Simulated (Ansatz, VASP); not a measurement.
## TiO2: VASP beside Ansatz

```
Ti O
1.0
    -1.85052    1.85052    4.69641
     1.85052   -1.85052    4.69641
     1.85052    1.85052   -4.69641
Ti O
2 4
Cartesian
  0.0000 0.0000 0.0000
  0.0000 1.8505 2.3482
  0.0000 0.0000 1.9670
  0.0000 1.8505 4.3152
  0.0000 1.8505 0.3813
  0.0000 0.0000 7.4259
```

Alike in both runs: functional r2SCAN; k mesh 10 × 10 × 10; occupations fermi-dirac, width 0.02 eV; no spin polarisation.

Ansatz relaxed the structure, and its values are those at the end. VASP's run is a single point on that final structure, the one shown.

|  | VASP | Ansatz |
| --- | --- | --- |
| version | VASP 6.6.1 | Ansatz 0.2.0 |
| potentials or method | VASP PAW PBE potentials, release 64 (Ti_sv, O), cutoff 520 eV | PAW plane waves |
| valence electrons in the cell | 48 | 48 |

Ansatz gave:

| Property | Result |
| --- | --- |
| gap on the k mesh at the Fermi level (eV) | 2.64 |
| pressure (GPa) | 14.7 |
| rms of the force components (eV/Å) | 0.004 |

**Question.** Estimate VASP's values.

**Answer.** gap on the k mesh at the Fermi level (eV): 2.65; pressure (GPa): 16.0; rms of the force components (eV/Å): 0.017.

VASP's potentials were made for PBE, not for r2SCAN. Ansatz's warnings: stress scf threshold loose.
